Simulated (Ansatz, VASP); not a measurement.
HfMoC2: VASP beside Ansatz

File INCAR:

```
PREC = Accurate ; ENCUT = 520
EDIFF = 1E-6 ; ISMEAR = -1
SIGMA = 0.05 ; LREAL = F
LASPH = T ; NELM = 100
ALGO = Normal ; ISIF = 2
LWAVE = F ; LCHARG = F
GGA = PS ; NBANDS = 24
```

File KPOINTS:

```
Automatic mesh
0
Gamma
  5 5 4
```

POSCAR

```
HfMoC2
1.0
    3.1914230000      0.0000000000      0.0000000000
    0.0000000000      3.1914230000      0.0000000000
    0.0000000000      0.0000000000      4.4851640000
Hf Mo C
1 1 2
Direct
    0.0000000000      0.0000000000      0.0000000000
    0.5000000000      0.5000000000      0.5000000000
    0.5000000000      0.5000000000      0.0000000000
    0.0000000000      0.0000000000      0.5000000000
```

The input input.yaml:

```yaml
crystal:
  lattice:
    - [3.191423, 0.0, 0.0]
    - [0.0, 3.191423, 0.0]
    - [0.0, 0.0, 4.485164]
  atoms:
    - { symbol: Hf, position: [0.0, 0.0, 0.0] }
    - { symbol: Mo, position: [0.5, 0.5, 0.5] }
    - { symbol: C, position: [0.5, 0.5, 0.0] }
    - { symbol: C, position: [0.0, 0.0, 0.5] }
hamiltonian:
  xc: pbesol
  pseudopotentials: { kind: paw }
kpoints:
  mp_grid: { grid: [5, 5, 4] }
  band_path:
    path:
      - [[0.0, 0.0, 0.0], [0.0, 0.5, 0.0], [0.5, 0.5, 0.0], [0.0, 0.0, 0.0], [0.0, 0.0, 0.5], [0.0, 0.5, 0.5], [0.5, 0.5, 0.5], [0.0, 0.0, 0.5]]
      - [[0.0, 0.5, 0.0], [0.0, 0.5, 0.5]]
      - [[0.5, 0.5, 0.0], [0.5, 0.5, 0.5]]
    npoints: 14
scf:
  occupations: { method: fermi_dirac, width: 0.05 }
  n_extra_bands: 10
output:
  forces: true
  stress: true
  eigenvalues: true
  fatbands: false
```

Alike in both runs: functional PBEsol; k mesh 5 × 5 × 4; occupations fermi-dirac, width 0.05 eV; no spin polarisation.

|  | VASP | Ansatz |
| --- | --- | --- |
| version | VASP 6.6.1 | Ansatz 0.2.0 |
| potentials or method | VASP PAW PBE potentials, release 64 (Hf_pv, Mo_sv, C) | Ansatz PAW |
| plane-wave cutoff (eV) | 520 | 420 |
| valence electrons in the cell | 32 | 48 |
| task | single point | band structure |

Ansatz gave:

```
gap on the k mesh at the Fermi level (eV)                     : none
pressure (GPa)                                                : -8.6
traceless stress, the component that is largest in VASP (GPa) : 4.21
```

Q: What did VASP give for the same quantities?

A: gap on the k mesh at the Fermi level (eV): none; pressure (GPa): -8.5; traceless stress, the component that is largest in VASP (GPa): 4.30.

VASP's potentials were made for PBE, not for PBEsol. A gap of «none» marks a metal or a gap that the smearing closes. The functional is the same, so the differences come from potentials, cutoffs and numerics. VASP's potentials hold 32 valence electrons a cell and Ansatz's 48, so a difference there can come from the potentials and not from the codes.

The k mesh is coarse, so the values compare programs but aren't converged. Neither program's run includes spin-orbit coupling.
